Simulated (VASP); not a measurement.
Si13Sn3: relaxation of volume and atoms at fixed shape with PBEsol

Si13Sn3:

```
Si Sn
1.0
    11.28613    0.00000    0.00000
     0.00000   11.28613    0.00000
     0.00000    0.00000   11.28613
Si Sn
52 12
Direct
  0.99800 0.99716 0.99928
  0.99994 0.99958 0.50210
  0.00425 0.50104 0.00257
  0.99888 0.49878 0.50101
  0.50233 0.00141 0.50087
  0.49962 0.49852 0.00171
  0.50159 0.50232 0.50153
  0.12744 0.12785 0.12568
  0.12336 0.12725 0.62764
  0.12742 0.62702 0.12494
  0.12697 0.62622 0.62470
  0.62652 0.12455 0.12633
  0.62623 0.12674 0.62721
  0.62409 0.62564 0.12443
  0.62391 0.62642 0.62700
  0.24553 0.25261 0.50162
  0.24674 0.74871 0.00129
  0.24926 0.75209 0.49949
  0.74792 0.25253 0.50245
  0.74871 0.75015 0.00032
  0.74778 0.75051 0.49793
  0.37670 0.37708 0.12380
  0.37372 0.37768 0.62535
  0.37553 0.87740 0.12815
  0.37388 0.87473 0.62595
  0.87955 0.37600 0.12534
  0.87447 0.37224 0.62407
  0.87375 0.87768 0.12274
  0.87473 0.87449 0.62807
  0.24954 0.00046 0.25025
  0.24941 0.00227 0.75084
  0.24766 0.50184 0.25021
  0.24687 0.50271 0.74901
  0.74932 0.99983 0.25242
  0.74772 0.00310 0.75137
  0.75115 0.49943 0.25188
  0.37491 0.12626 0.37732
  0.37573 0.12429 0.87398
  0.37590 0.62839 0.37604
  0.37396 0.62611 0.87825
  0.87682 0.12503 0.87561
  0.87275 0.62409 0.37444
  0.87354 0.62336 0.87327
  0.00224 0.24935 0.24952
  0.99909 0.25070 0.74922
  0.00032 0.75092 0.24945
  0.50074 0.25169 0.25029
  0.12537 0.37510 0.87684
  0.12880 0.87687 0.87697
  0.62386 0.37202 0.87790
  0.62532 0.87644 0.37521
  0.62703 0.87673 0.87700
  0.49999 0.99972 0.99879
  0.24928 0.24961 0.99957
  0.74909 0.24936 0.99862
  0.74886 0.49760 0.74681
  0.87238 0.12286 0.37312
  0.00100 0.74877 0.75058
  0.50101 0.24949 0.75027
  0.50267 0.74862 0.25467
  0.50352 0.75122 0.74787
  0.12558 0.37552 0.37530
  0.12797 0.87247 0.37273
  0.62631 0.37538 0.37779
```

* Program: VASP 6.6.1
* Task: relaxation of volume and atoms at fixed shape
* Functional: PBEsol
* Potentials or basis: VASP PAW PBE potentials, release 64 (Si, Sn_d)
* Cutoff: 600 eV
* k mesh: 1 × 1 × 1, shifted
* Occupations: fermi-dirac, width 0.05 eV
* Spin: no spin polarisation
* Dipole correction: no
* Further INCAR settings: LREAL = Auto; ALGO = Normal; EDIFF = 1e-07; IBRION = 2; EDIFFG = -0.03; NSW = 100; ISIF = 8

```yaml
Energy_gained_by_relaxing: 82.8 meV/atom
Ionic_steps: 14
Pressure_after_relaxing: 0.0 GPa
Largest_force_after_relaxing: 0.028 eV/Å
Band_gap_on_the_k_mesh: 1.27 eV
```

Forces in eV/Å, atoms in the order of the input:
```
Si   0.006  0.016 -0.001
Si   0.001  0.010 -0.013
Si  -0.006 -0.014 -0.004
Si  -0.007 -0.015 -0.001
Si   0.012  0.000  0.001
Si   0.005 -0.010 -0.007
Si  -0.006 -0.002 -0.013
Si   0.002 -0.002  0.002
Si   0.013  0.000  0.017
Si   0.006  0.000  0.003
Si   0.000 -0.014 -0.007
Si  -0.013  0.003 -0.011
Si   0.004  0.005  0.010
Si  -0.010  0.013  0.000
Si   0.005  0.002 -0.014
Si   0.006 -0.016  0.002
Si  -0.006  0.007 -0.013
Si   0.001 -0.004  0.007
Si   0.006  0.011  0.009
Si  -0.002  0.013 -0.001
Si  -0.006 -0.010 -0.007
Si   0.020 -0.008  0.009
Si   0.018 -0.014  0.008
Si  -0.006  0.003 -0.003
Si   0.001 -0.014  0.002
Si   0.000 -0.014 -0.011
Si   0.002  0.016  0.018
Si  -0.002  0.011  0.009
Si  -0.015 -0.005 -0.010
Si  -0.019  0.011  0.003
Si  -0.002  0.003 -0.003
Si   0.002 -0.014  0.007
Si   0.010 -0.005  0.006
Si  -0.010  0.016  0.000
Si  -0.004 -0.007 -0.005
Si  -0.008 -0.002  0.014
Si   0.006 -0.012 -0.024
Si   0.016  0.002 -0.007
Si   0.005 -0.007  0.015
Si  -0.002 -0.001  0.003
Si  -0.009  0.018  0.001
Si   0.002 -0.004  0.014
Si  -0.006  0.010  0.011
Si  -0.005  0.009  0.004
Si  -0.009  0.009  0.000
Si  -0.002  0.002  0.013
Si   0.012  0.000  0.006
Si  -0.002 -0.005 -0.001
Si   0.000 -0.005 -0.006
Si  -0.013  0.010  0.003
Si  -0.003 -0.008 -0.013
Si   0.009 -0.003  0.002
Sn   0.008 -0.014 -0.022
Sn   0.010 -0.001 -0.001
Sn  -0.020  0.004  0.001
Sn  -0.019  0.003  0.006
Sn   0.006  0.026 -0.007
Sn   0.003  0.007 -0.006
Sn   0.013  0.004 -0.002
Sn  -0.007  0.005 -0.006
Sn   0.007 -0.002  0.021
Sn  -0.011 -0.013 -0.010
Sn   0.012  0.003  0.005
Sn   0.002 -0.006 -0.001
```

Stress tensor (GPa, compression positive):
```
 0.01  0.01  0.00
 0.01 -0.12  0.02
 0.00  0.02  0.06
```

The path:
```
step  energy change (eV)  largest force (eV/Å)  pressure (GPa)  volume (Å³)
   1              0.0000                2.7770            1.34      1437.59
   2             -4.2754                0.8870           -1.84      1477.03
   3             -4.3094                0.8441           -2.09      1481.08
   4             -5.0379                0.4881            0.86      1423.18
   5             -5.0407                0.4961            0.67      1426.34
   6             -5.2136                0.2153            0.09      1435.91
   7             -5.2235                0.2416           -0.07      1438.78
   8             -5.2688                0.1267           -0.07      1438.52
   9             -5.2788                0.1405           -0.06      1438.32
  10             -5.2898                0.0582            0.07      1435.94
  11             -5.2911                0.0635            0.14      1434.74
  12             -5.2949                0.0453           -0.10      1438.92
  13             -5.2950                0.0429           -0.07      1438.38
  14             -5.2975                0.0279           -0.02      1437.46
```

Final structure:
```
Si Sn
1.0
    11.28579    0.00000    0.00000
     0.00000   11.28579    0.00000
     0.00000    0.00000   11.28579
Si Sn
52 12
Direct
  0.00039 0.99642 0.00116
  0.00106 0.00169 0.51577
  0.00505 0.50304 0.00188
  0.99442 0.50561 0.50303
  0.50158 0.00216 0.49798
  0.49834 0.50370 0.00547
  0.48845 0.50648 0.50404
  0.11744 0.11911 0.12715
  0.12738 0.12556 0.63088
  0.12519 0.62638 0.12306
  0.13017 0.61953 0.62213
  0.62190 0.12283 0.14045
  0.63191 0.11697 0.62280
  0.63403 0.62191 0.11740
  0.62386 0.62868 0.60869
  0.25543 0.24279 0.50692
  0.24487 0.75029 0.00273
  0.25538 0.74240 0.50674
  0.75193 0.24856 0.51297
  0.75482 0.74939 0.00185
  0.75082 0.75466 0.49467
  0.38223 0.38321 0.13197
  0.36539 0.38311 0.62154
  0.36019 0.87341 0.12672
  0.36846 0.88309 0.61843
  0.88766 0.38551 0.12816
  0.88330 0.36798 0.62324
  0.87253 0.87209 0.12280
  0.86865 0.87866 0.62106
  0.25138 0.00757 0.24765
  0.24569 0.99822 0.74747
  0.25673 0.51038 0.24485
  0.24509 0.50016 0.75048
  0.74483 0.99058 0.24694
  0.75564 0.99893 0.74782
  0.76052 0.50749 0.24427
  0.37595 0.12520 0.37624
  0.36590 0.11725 0.86465
  0.36848 0.62118 0.38228
  0.36527 0.61946 0.88452
  0.88524 0.11807 0.86722
  0.87392 0.62942 0.37398
  0.87823 0.62552 0.89192
  0.00072 0.25010 0.23708
  0.00401 0.24945 0.74823
  0.99282 0.74340 0.24203
  0.49297 0.24643 0.25073
  0.11440 0.38429 0.86656
  0.13306 0.88214 0.88299
  0.61401 0.38179 0.88447
  0.62943 0.88100 0.38114
  0.64524 0.87393 0.87513
  0.50011 0.99616 0.99913
  0.24584 0.25475 0.99849
  0.75383 0.25012 0.00442
  0.75058 0.50162 0.75072
  0.87525 0.12363 0.37396
  0.00219 0.75228 0.75344
  0.49773 0.25084 0.74512
  0.50071 0.74807 0.25317
  0.49917 0.75239 0.75106
  0.12809 0.37496 0.37276
  0.12384 0.87171 0.37691
  0.62493 0.37832 0.37746
```

Levels at points of the mesh, in eV from the valence-band top:
| k point | band 185 | band 186 | band 187 | band 188 | band 189 | band 190 | band 191 | band 192 |
| --- | --- | --- | --- | --- | --- | --- | --- | --- |
| (0.50, 0.50, 0.50) | -0.17 | -0.06 | -0.05 | 0.00 | 1.27 | 1.31 | 1.32 | 1.38 |

Wall time 13 min on 1 × NVIDIA H100 80GB with 1 thread of AMD EPYC 7R13 Processor (Zen 3), on a shared host, peak memory 2 GiB.

Caveat: the k points lie up to 0.56 Å⁻¹ apart in the final cell; the PAW data sets were made with another functional, which shifts forces and pressure a little; spin-orbit coupling is left out, which moves the levels of the heavy elements; a shifted mesh leaves out Γ, where band edges can lie. A k mesh can miss the band edges.
